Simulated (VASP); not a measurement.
CaO (kpat): vibrations by perturbation theory with PBE

The system is CaO (kpat).

```
Ca O
1.0
     0.00000    2.35373    2.35373
     2.35373    0.00000    2.35373
     2.35373    2.35373    0.00000
Ca O
1 1
Direct
  0.00000 0.00000 0.00000
  0.50000 0.50000 0.50000
```

* Program: VASP 6.6.1
* Task: vibrations by perturbation theory
* Functional: PBE
* Potentials or basis: VASP PAW PBE potentials, release 64 (Ca_sv, O)
* Cutoff: 520 eV
* k mesh: 8 × 8 × 8
* Occupations: gaussian, width 0.01 eV
* Spin: no spin polarisation
* Dipole correction: no
* Further INCAR settings: ALGO = Normal; EDIFF = 1e-08; NBANDS = 15; IBRION = 8; NSW = 1

| Property | Result |
| --- | --- |
| Electronic dielectric tensor (diagonal) | 3.82 |
| Born charges (mean of the diagonal) | Ca +2.38; O -2.38 e |
| Highest phonon frequency at Γ, LO-TO splitting left out | 318 cm⁻¹ |

Phonon frequencies in cm⁻¹ (negative: imaginary):
| q point | frequencies |
| --- | --- |
| (0.000, 0.000, 0.000) | 0 0 0 318 318 318 |

Electronic dielectric tensor:
```
3.82 0.00 0.00
0.00 3.82 0.00
0.00 0.00 3.82
```

Born effective charge tensors (e):
atom 1, Ca
```
2.38 0.00 0.00
0.00 2.38 0.00
0.00 0.00 2.38
```
atom 2, O
```
-2.38  0.00  0.00
 0.00 -2.38  0.00
 0.00  0.00 -2.38
```

It took 3.6 min on 1 thread of Intel(R) Xeon(R) 6975P-C (Granite Rapids), with other jobs on the host, peak memory 0.22 GiB.

Caveat: the cell wasn't relaxed at this level first, which shifts response properties.
